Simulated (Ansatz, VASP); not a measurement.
One calculation of Ba, two programs

```
CELL_PARAMETERS angstrom
-2.50650 2.50650 2.50650
2.50650 -2.50650 2.50650
2.50650 2.50650 -2.50650
ATOMIC_POSITIONS crystal
Ba 0.00000 0.00000 0.00000
```

Alike in both runs: functional BLYP; k mesh 4 × 4 × 4; occupations fermi-dirac, width 0.05 eV; no spin polarisation.

```csv
,VASP,Ansatz
version,VASP 6.6.1,Ansatz 0.2.0
potentials or method,"VASP PAW PBE potentials, release 64 (Ba_sv)",Ansatz PAW
plane-wave cutoff (eV),520,420
valence electrons in the cell,10,10
task,single point,band structure
```

Ansatz gave:

| Item | Value |
| --- | --- |
| gap on the k mesh at the Fermi level (eV) | none |
| pressure (GPa) | 0.7 |

Task: Which values does VASP return?

Result: gap on the k mesh at the Fermi level (eV): none; pressure (GPa): 0.8.

VASP's potentials were made for PBE, not for BLYP. A gap of «none» marks a metal or a gap that the smearing closes. With one functional, cell and mesh, what is left measures potentials, basis and numerics.

The k mesh is coarse, so the values compare programs but aren't converged. Spin-orbit coupling is off throughout.
